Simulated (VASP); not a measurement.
# TaN (P-6m2) in VASP: a series of runs

Runs on TaN. Level: LDA+U. Tasks: single point.

All numbers are computed with VASP 6.6.1; they aren't measurements. Logs are shortened: lines on timing, memory, paths and dates and some standing lists are left out, and cuts for length are marked.

### 1 The cell of the first run

The structure is hexagonal, space group P-6m2 (No. 187). The conventional cell has a = 2.938 Å, b = 2.938 Å, c = 2.883 Å, α = 90.00°, β = 90.00°, γ = 120.00°. Ta (site symmetry -6m2) has 6 N at 2.23 Å and 2 Ta at 2.88 Å within 2.9 Å. Within 2.9 Å of N (site symmetry -6m2) lie 6 Ta at 2.23 Å and 2 N at 2.88 Å.

### 2 Single point, LDA+U

INCAR reads:

```
  PREC = Accurate
  ENCUT = 520
  EDIFF = 1E-6
  ISMEAR = -1
  SIGMA = 0.05
  LREAL = F
  LASPH = T
  NELM = 150
  ALGO = Normal
  ISIF = 2
  LWAVE = F
  LCHARG = F
  LMAXMIX = 4
  LDAU = T
  LDAUTYPE = 2
  LDAUL = 2 -1
  LDAUU = 5 0
  LDAUJ = 0 0
  LDAUPRINT = 1
  GGA = CA
  NBANDS = 15
```

KPOINTS reads:

```
regular mesh
0
Gamma
  10 10 9
```

POSCAR reads:

```
TaN
1.0
    2.9380000000      0.0000000000      0.0000000000
   -1.4690000000      2.5443826363      0.0000000000
    0.0000000000      0.0000000000      2.8830000000
Ta N
1 1
Direct
    0.0000000000      0.0000000000      0.5000000000
    0.6666666667      0.3333333333      0.0000000000
```

Potentials or basis: VASP PAW LDA potentials, release 64 (Ta_pv, N).

Run with:

```sh
> cat potpaw_LDA.64/Ta_pv/POTCAR potpaw_LDA.64/N/POTCAR > POTCAR
> mpirun -np 1 vasp_std > vasp.out
```

OUTCAR:

```text
PREC = Accurate
   ENCUT = 520
   EDIFF = 1E-6
   ISMEAR = -1
   LREAL = F
   LASPH = T
   NELM = 150
   ISIF = 2
   GGA = CA

 ion  position               nearest neighbor table
   1  0.000  0.000  0.500-   2 2.23   2 2.23   2 2.23   2 2.23   2 2.23   2 2.23
   2  0.667  0.333  0.000-   1 2.23   1 2.23   1 2.23   1 2.23   1 2.23   1 2.23

  LATTYP: Found a hexagonal cell.
 ALAT       =     2.9380000000
 C/A-ratio  =     0.9812797822

  Lattice vectors:

 A1 = (   2.9380000000,   0.0000000000,   0.0000000000)
 A2 = (  -1.4690000000,   2.5443826363,   0.0000000000)
 A3 = (   0.0000000000,   0.0000000000,   2.8830000000)

Analysis of symmetry for initial positions (statically):
=====================================================================
 Subroutine PRICEL returns:
 Original cell was already a primitive cell.

 Routine SETGRP: Setting up the symmetry group for a
 hexagonal supercell.

 Subroutine GETGRP returns: Found 12 space group operations
 (whereof 12 operations were pure point group operations)
 out of a pool of 24 trial point group operations.

The static configuration has the point symmetry D_3h.

Analysis of symmetry for dynamics (positions and initial velocities):
=====================================================================
 Subroutine PRICEL returns:
 Original cell was already a primitive cell.

 Routine SETGRP: Setting up the symmetry group for a
 hexagonal supercell.

 Subroutine GETGRP returns: Found 12 space group operations
 (whereof 12 operations were pure point group operations)
 out of a pool of 24 trial point group operations.

The dynamic configuration has the point symmetry D_3h.

 Subroutine INISYM returns: Found 12 space group operations
 (whereof 12 operations are pure point group operations),
 and found     1 'primitive' translations

----------------------------------------------------------------------------------------

                                     Primitive cell

  volume of cell :      21.5516

  direct lattice vectors                    reciprocal lattice vectors
     2.938000000  0.000000000  0.000000000     0.340367597  0.196511324  0.000000000
    -1.469000000  2.544382636  0.000000000     0.000000000  0.393022648  0.000000000
     0.000000000  0.000000000  2.883000000     0.000000000  0.000000000  0.346860909

  length of vectors
     2.938000000  2.938000000  2.883000000     0.393022648  0.393022648  0.346860909

  position of ions in fractional coordinates (direct lattice)
     0.000000000  0.000000000  0.500000000
     0.666666667  0.333333333  0.000000000

  ion indices of the primitive-cell ions
   primitive index   ion index
                 1           1
                 2           2

----------------------------------------------------------------------------------------

 KPOINTS: regular mesh

Automatic generation of k-mesh.
 Grid dimensions read from file:
 generate k-points for:   10   10    9

 Generating k-lattice:

  Cartesian coordinates                     Fractional coordinates (reciprocal lattice)
     0.034036760  0.019651132  0.000000000     0.100000000  0.000000000  0.000000000
     0.000000000  0.039302265  0.000000000     0.000000000  0.100000000  0.000000000
     0.000000000  0.000000000  0.038540101     0.000000000  0.000000000  0.111111111

  Length of vectors
     0.039302265  0.039302265  0.038540101

  Shift w.r.t. Gamma in fractional coordinates (k-lattice)
     0.000000000  0.000000000  0.000000000

 Subroutine IBZKPT returns following result:
 ===========================================

 Found     70 irreducible k-points:

 Following reciprocal coordinates:
            Coordinates               Weight
  0.000000  0.000000  0.000000      1.000000
  0.100000 -0.000000  0.000000      6.000000
  0.200000 -0.000000  0.000000      6.000000
  0.300000  0.000000  0.000000      6.000000
  0.400000 -0.000000  0.000000      6.000000
  0.500000  0.000000  0.000000      3.000000
[... 16 lines left out ...]
  0.300000  0.100000  0.111111     24.000000
  0.400000  0.100000  0.111111     24.000000
 [... further k-points ...]
   k-points           NKPTS =     70   k-points in BZ     NKDIM =     70   number of bands    NBANDS=     15
   number of dos      NEDOS =    301   number of ions     NIONS =      2
   total plane-waves  NPLWV =  13824
   dimension x,y,z NGX =    24 NGY =   24 NGZ =   24
   dimension x,y,z NGXF=    48 NGYF=   48 NGZF=   48
   ions per type =               1   1
   NGX,Y,Z   is equivalent  to a cutoff of  13.58, 13.58, 13.84 a.u.
   NGXF,Y,Z  is equivalent  to a cutoff of  27.16, 27.16, 27.68 a.u.
 SYSTEM =  unknown system
   PREC   = accura    normal or accurate (medium, high low for compatibility)
   ISTART =      0    job   : 0-new  1-cont  2-samecut
   ICHARG =      2    charge: 1-file 2-atom 10-const
   ISPIN  =      1    spin polarized calculation?
   LNONCOLLINEAR =      F non collinear calculations
   LSORBIT =      F    spin-orbit coupling
   LASPH  =      T    aspherical Exc in radial PAW
   ENCUT  =  520.0 eV  38.22 Ry    6.18 a.u.   5.46  5.46  5.36*2*pi/ulx,y,z
   NELM   =    150;   NELMIN=  2; NELMDL= -5     # of ELM steps
   EDIFF  = 0.1E-05   stopping-criterion for ELM
   LREAL  =      F    real-space projection
   EDIFFG = 0.1E-04   stopping-criterion for IOM
   NSW    =      0    number of steps for IOM
   IBRION =     -1    ionic relax: 0-MD 1-quasi-New 2-CG
   NFREE  =      0    steps in history (QN), initial steepest desc. (CG)
   ISIF   =      2    stress and relaxation
   ISYM   =      2    0-nonsym 1-usesym 2-fastsym
   POTIM  = 0.5000    time-step for ionic-motion
   TEBEG  =    0.0;   TEEND  =   0.0 temperature during run
   PSTRESS=    0.0 pullay stress
   NELECT =      16.0000    total number of electrons
   NUPDOWN=      -1.0000    fix difference up-down
   EMIN   =  10.00;   EMAX   =-10.00  energy-range for DOS
   EFERMI =   0.00;   METHOD = LEGACY
   ISMEAR =    -1;   SIGMA  =   0.05  broadening in eV -4-tet -1-fermi 0-gaus
   EFERMI_NEDOS =   21; number of points for ismear=-14 and -15
   IALGO  =     38    algorithm
   IMIX   =      4    mixing-type and parameters
     AMIX     =   0.40;   BMIX     =  1.00
     AMIX_MAG =   1.60;   BMIX_MAG =  1.00
  volume/ion in A,a.u.               =      10.78        72.72
  Fermi-wavevector in a.u.,A,eV,Ry     =   1.482365  2.801264 29.897531  2.197407
  Thomas-Fermi vector in A             =   2.596160
   LORBIT       =      0    0 simple, 1 ext, 2 COOP (PROOUT), +10 PAW based schemes
 LDA+U is selected, type is set to LDAUTYPE =  2
   angular momentum for each species LDAUL =     2   -1
   U (eV)           for each species LDAUU =   5.0  0.0
   J (eV)           for each species LDAUJ =   0.0  0.0
   GGA     = CA    functional components
   LHFCALC =     F    Hartree Fock is set to
   AEXX    =    0.0000 exact exchange contribution
   IVDW    =     0    specifies the selected vdW correction
   LEPSILON=     F    determine dielectric tensor
   LRPA    =     F    only Hartree local field effects (RPA)
 non-spin polarized calculation
  energy-cutoff  :      520.00
  volume of cell :       21.55
 maximum number of plane-waves:       599
 NGX is ok and might be reduce to    24
   NGX = 11   NGY = 11   NGZ = 11

atom =   1  type =  1  l = 2

 onsite density matrix

spin component  1

  0.2557 -0.0000  0.0000 -0.0000  0.0000
 -0.0000  0.1749  0.0000  0.0000 -0.0000
  0.0000  0.0000  0.3071 -0.0000 -0.0000
 -0.0000  0.0000 -0.0000  0.1749  0.0000
  0.0000 -0.0000 -0.0000  0.0000  0.2557

spin component  2

  0.2557 -0.0000  0.0000 -0.0000  0.0000
 -0.0000  0.1749  0.0000  0.0000 -0.0000
  0.0000  0.0000  0.3071 -0.0000 -0.0000
 -0.0000  0.0000 -0.0000  0.1749  0.0000
  0.0000 -0.0000 -0.0000  0.0000  0.2557

 occupancies and eigenvectors

  o =  0.1749  v =  0.0000  1.0000  0.0000  0.0000  0.0000  0.0000  0.0000  0.0000  0.0000  0.0000      0.0000  0.0000  0.0000  0.0000  0.0000  0.0000  0.0000  0.0000  0.0000  0.0000
  o =  0.1749  v =  0.0000  0.0000  0.0000  0.0000  0.0000  0.0000  1.0000  0.0000  0.0000  0.0000      0.0000  0.0000  0.0000  0.0000  0.0000  0.0000  0.0000  0.0000  0.0000  0.0000
  o =  0.1749  v =  0.0000 -0.0000  0.0000  1.0000 -0.0000  0.0000  0.0000  0.0000  0.0000  0.0000      0.0000  0.0000  0.0000  0.0000  0.0000  0.0000  0.0000  0.0000  0.0000  0.0000
  o =  0.1749  v =  0.0000  0.0000  0.0000  0.0000  0.0000  0.0000 -0.0000  0.0000  1.0000 -0.0000      0.0000  0.0000  0.0000  0.0000  0.0000  0.0000  0.0000  0.0000  0.0000  0.0000
  o =  0.2557  v =  0.0000  0.0000  0.0000  0.0000  0.0000  0.0000 -0.0000  0.0000  0.0000  1.0000      0.0000  0.0000  0.0000  0.0000  0.0000  0.0000  0.0000  0.0000  0.0000  0.0000
  o =  0.2557  v =  0.0000 -0.0000  0.0000  0.0000  1.0000  0.0000  0.0000  0.0000  0.0000  0.0000      0.0000  0.0000  0.0000  0.0000  0.0000  0.0000  0.0000  0.0000  0.0000  0.0000
  o =  0.2557  v =  1.0000  0.0000  0.0000  0.0000  0.0000  0.0000  0.0000  0.0000  0.0000  0.0000      0.0000  0.0000  0.0000  0.0000  0.0000  0.0000  0.0000  0.0000  0.0000  0.0000
  o =  0.2557  v =  0.0000  0.0000  0.0000  0.0000  0.0000  1.0000  0.0000  0.0000  0.0000  0.0000      0.0000  0.0000  0.0000  0.0000  0.0000  0.0000  0.0000  0.0000  0.0000  0.0000
  o =  0.3071  v =  0.0000  0.0000  0.0000  0.0000  0.0000  0.0000  0.0000 -1.0000  0.0000  0.0000      0.0000  0.0000  0.0000  0.0000  0.0000  0.0000  0.0000  0.0000  0.0000  0.0000
  o =  0.3071  v =  0.0000  0.0000 -1.0000  0.0000  0.0000  0.0000  0.0000  0.0000  0.0000  0.0000      0.0000  0.0000  0.0000  0.0000  0.0000  0.0000  0.0000  0.0000  0.0000  0.0000

 number of electron      16.0000001 magnetization

 Free energy of the ion-electron system (eV)
  ---------------------------------------------------
  ext. energy  EPLUGINS =         0.00000000
  ---------------------------------------------------
  free energy    TOTEN  =       -20.17093704 eV

  energy without entropy =      -20.17066293  energy(sigma->0) =      -20.17079999

 E-fermi :   8.9299     XC(G=0): -13.5958

 val. band max:        8.8009690333   @ k =   0.0000   0.0000   0.4444
 cond. band min:       9.1295541639   @ k =   0.1000  -0.0000   0.4444
 fundamental gap:      0.3285851305
 Fermi energy:         8.9299333376

 k-point     1 :       0.0000    0.0000    0.0000
  band No.  band energies     occupation
      1     -26.9468      2.00000
      2     -26.6931      2.00000
      3     -26.6931      2.00000
      4      -9.1814      2.00000
      5       4.1031      2.00000
      6       4.1031      2.00000
      7       4.4137      2.00000
      8       5.5359      2.00000
      9      10.6150      0.00000
     10      12.3004      0.00000
     11      12.3004      0.00000
     12      13.2722      0.00000
     13      13.2722      0.00000
     14      19.8945      0.00000
     15      21.3492      0.00000

 k-point     2 :       0.1000   -0.0000    0.0000
  band No.  band energies     occupation
      1     -26.9335      2.00000
      2     -26.7980      2.00000
      3     -26.7157      2.00000
      4      -8.9686      2.00000
      5       3.4850      2.00000
      6       4.2415      2.00000
      7       4.6894      2.00000
      8       5.2956      2.00000
      9      11.3556      0.00000
     10      11.8665      0.00000
     11      12.3458      0.00000
     12      13.1614      0.00000
     13      13.4860      0.00000
     14      19.8957      0.00000
     15      21.3479      0.00000

 k-point     3 :       0.2000   -0.0000    0.0000
  band No.  band energies     occupation
      1     -27.0643      2.00000
      2     -26.8983      2.00000
      3     -26.7743      2.00000
      4      -8.3996      2.00000
      5       2.3044      2.00000
      6       4.5861      2.00000
      7       4.7372      2.00000
      8       5.2669      2.00000
      9      11.0144      0.00000
     10      12.5648      0.00000
     11      12.8851      0.00000
     12      12.9402      0.00000
     13      13.8866      0.00000
     14      19.8981      0.00000
     15      21.3925      0.00000
[... 343 lines left out ...]
 k-point    23 :       0.3000    0.1000    0.1111
  band No.  band energies     occupation
      1     -27.4897      2.00000
      2     -26.9310      2.00000
      3     -26.9192      2.00000
      4      -7.1415      2.00000
      5       0.9094      2.00000
      6       3.4199      2.00000
      7       4.5264      2.00000
      8       6.4191      2.00000
      9      10.7222      0.00000
     10      12.2820      0.00000
     11      13.4165      0.00000
     12      14.4804      0.00000
     13      16.2206      0.00000
     14      19.8989      0.00000
     15      21.4095      0.00000

 k-point    24 :       0.4000    0.1000    0.1111
  band No.  band energies     occupation
      1     -27.6431      2.00000
      2     -26.9708      2.00000
      3     -26.9034      2.00000
      4      -6.7273      2.00000
      5       0.4065      2.00000
      6       3.2989      2.00000
      7       4.3743      2.00000
      8       6.4271      2.00000
      9      11.4997      0.00000
     10      12.4683      0.00000
     11      13.3962      0.00000
     12      14.6742      0.00000
     13      17.4088      0.00000
     14      19.8544      0.00000
     15      20.1619      0.00000

 [... further k-points ...]
[... 5 lines left out ...]
  --------------------------------------------------------------------------------------
  -------------------------------------------------------------------------------------
  Total        0.8339981      0.8339981      0.8962198      0.0000000     -0.0000000      0.0000000
  in kB       62.0007267     62.0007267     66.6263871      0.0000000     -0.0000000      0.0000000
  external PRESSURE =      63.5426135 kB  Pullay stress =       0.0000000 kB

 VOLUME and BASIS-vectors are now :
 -----------------------------------------------------------------------------
  energy-cutoff  :      520.00
  volume of cell :       21.55
      direct lattice vectors                 reciprocal lattice vectors
     2.938000000  0.000000000  0.000000000     0.340367597  0.196511324  0.000000000
    -1.469000000  2.544382636  0.000000000     0.000000000  0.393022648  0.000000000
     0.000000000  0.000000000  2.883000000     0.000000000  0.000000000  0.346860909

 POSITION                                       TOTAL-FORCE (eV/Angst)
 -----------------------------------------------------------------------------------
      0.00000      0.00000      1.44150         0.000000     -0.000000      0.000000
      1.46900      0.84813      0.00000        -0.000000      0.000000      0.000000
 -----------------------------------------------------------------------------------
    total drift:                               -0.000000      0.000000      0.000000

  FREE ENERGIE OF THE ION-ELECTRON SYSTEM (eV)
  ---------------------------------------------------
  free  energy   TOTEN  =       -20.1709370449 eV

  energy  without entropy=      -20.1706629348  energy(sigma->0) =      -20.17079999
```

Wall time 8.3 s (1 thread of Intel Xeon Platinum 8488C (Sapphire Rapids), shared host); peak memory 0.14 GiB.

Results:

```
Free energy            : -20.1709 eV
Pressure               : 6.4 GPa
Band gap on the k mesh : zero (band 8 reaches 9.14 eV, above the bottom of band 9 at 8.80 eV)
```

Stress tensor (GPa, compression positive):
```
6.20 0.00 0.00
0.00 6.20 0.00
0.00 0.00 6.66
```

Levels at points of the mesh, in eV from the Fermi level:
| k point | band 4 | band 5 | band 6 | band 7 | band 8 | band 9 | band 10 | band 11 | band 12 | band 13 |
| --- | --- | --- | --- | --- | --- | --- | --- | --- | --- | --- |
| (0.00, 0.00, 0.00) | -18.11 | -4.83 | -4.83 | -4.52 | -3.39 | 1.69 | 3.37 | 3.37 | 4.34 | 4.34 |
| (0.50, 0.00, 0.00) | -15.67 | -8.81 | -5.36 | -3.72 | -3.62 | 3.31 | 3.82 | 5.15 | 5.27 | 6.79 |

Eigenvalues of the final occupation matrices:
| site | spin | trace | eigenvalues |
| --- | --- | --- | --- |
| site 1 d | 1 | 1.17 | 0.17 0.17 0.26 0.26 0.31 |
| site 1 d | 2 | 1.17 | 0.17 0.17 0.26 0.26 0.31 |

Caveat: spin-orbit coupling is left out, which moves the levels of the heavy elements; U without spin polarisation on a metal has little footing.

### 3 Single point, LDA+U

INCAR reads:

```
PREC = Accurate
ENCUT = 520
EDIFF = 1E-6
ISMEAR = -1
SIGMA = 0.05
LREAL = F
LASPH = T
NELM = 150
ALGO = Normal
ISIF = 2
LWAVE = F
LCHARG = F
LMAXMIX = 4
LDAU = T
LDAUTYPE = 2
LDAUL = 2 -1
LDAUU = 6 0
LDAUJ = 0 0
LDAUPRINT = 1
GGA = CA
NBANDS = 15
```

KPOINTS is that of step 2.

POSCAR is that of step 2.

Potentials or basis: VASP PAW LDA potentials, release 64 (Ta_pv, N).

Run with:

```sh
> cat potpaw_LDA.64/Ta_pv/POTCAR potpaw_LDA.64/N/POTCAR > POTCAR
> mpirun -np 1 vasp_std > vasp.out
```

Run time: 8.3 s. Hardware: 1 thread of Intel Xeon Platinum 8488C (Sapphire Rapids), shared host; peak memory 0.14 GiB.

The run converged. Its results:

* Free energy: -19.2940 eV
* Pressure: 9.8 GPa
* Band gap on the k mesh: zero (band 8 reaches 9.32 eV, above the bottom of band 9 at 8.97 eV)

Stress tensor (GPa, compression positive):
```
 9.58  0.00  0.00
 0.00  9.58  0.00
 0.00  0.00 10.36
```

Levels at points of the mesh, in eV from the Fermi level:
```
           k point  band 5  band 6  band 7  band 8  band 9  band 10  band 11  band 12
(0.00, 0.00, 0.00)   -4.89   -4.89   -4.59   -3.50    1.54     3.33     3.33     4.44
(0.50, 0.00, 0.00)   -8.93   -5.40   -3.77   -3.72    3.40     3.78     5.15     5.27
```

Eigenvalues of the final occupation matrices:
| site | spin | trace | eigenvalues |
| --- | --- | --- | --- |
| site 1 d | 1 | 1.15 | 0.17 0.17 0.25 0.25 0.31 |
| site 1 d | 2 | 1.15 | 0.17 0.17 0.25 0.25 0.31 |

Caveat: spin-orbit coupling is left out, which moves the levels of the heavy elements; U without spin polarisation on a metal has little footing.

### 4 Single point, LDA+U

INCAR: that of step 3 with these lines changed.

```diff
@@ -16,3 +16,3 @@
 LDAUL = 2 -1
-LDAUU = 6 0
+LDAUU = 8 0
 LDAUJ = 0 0
```

KPOINTS is that of step 3.

POSCAR is that of step 3.

Run with:

```sh
> cat potpaw_LDA.64/Ta_pv/POTCAR potpaw_LDA.64/N/POTCAR > POTCAR
> mpirun -np 1 vasp_std > vasp.out
```

Run time: 8.9 s. Hardware: 1 thread of Intel Xeon Platinum 8488C (Sapphire Rapids), shared host; peak memory 0.14 GiB.

Results (log left out):

| Property | Result |
| --- | --- |
| Free energy | -17.5712 eV |
| Pressure | 17.1 GPa |
| Band gap on the k mesh | zero (band 8 reaches 9.69 eV, above the bottom of band 9 at 9.33 eV) |

Stress tensor (GPa, compression positive):
```
16.65  0.00  0.00
 0.00 16.65  0.00
 0.00  0.00 17.97
```

Levels at points of the mesh, in eV from the Fermi level:
| k point | band 6 | band 7 | band 8 | band 9 | band 10 | band 11 |
| --- | --- | --- | --- | --- | --- | --- |
| (0.00, 0.00, 0.00) | -5.01 | -4.75 | -3.74 | 1.24 | 3.25 | 3.25 |
| (0.50, 0.00, 0.00) | -5.48 | -3.94 | -3.88 | 3.58 | 3.68 | 5.15 |

Eigenvalues of the final occupation matrices:
```csv
site,spin,trace,eigenvalues
site 1 d,1,1.11,0.16 0.16 0.24 0.24 0.31
site 1 d,2,1.11,0.16 0.16 0.24 0.24 0.31
```

Caveat: spin-orbit coupling is left out, which moves the levels of the heavy elements; U without spin polarisation on a metal has little footing.

### 5 Overview

```tsv
U	gap on the mesh (eV)	pressure (GPa)
Ta d U = 5.0 eV	none	6.4
Ta d U = 6.0 eV	none	9.8
Ta d U = 8.0 eV	none	17.1
```

Alike in all rows: task single point; level LDA+U; potentials or basis VASP PAW LDA potentials, release 64 (Ta_pv, N); no spin polarisation; cell as given; k mesh 10 × 10 × 9; cutoff (eV) 520; smearing fermi-dirac 0.05 eV.

Every run on the cell as given and a fine mesh finds a metal.

Caveats: spin-orbit coupling is left out, which moves the levels of the heavy elements; U without spin polarisation on a metal has little footing.

Absolute energies hang on the potentials; compare differences alone.
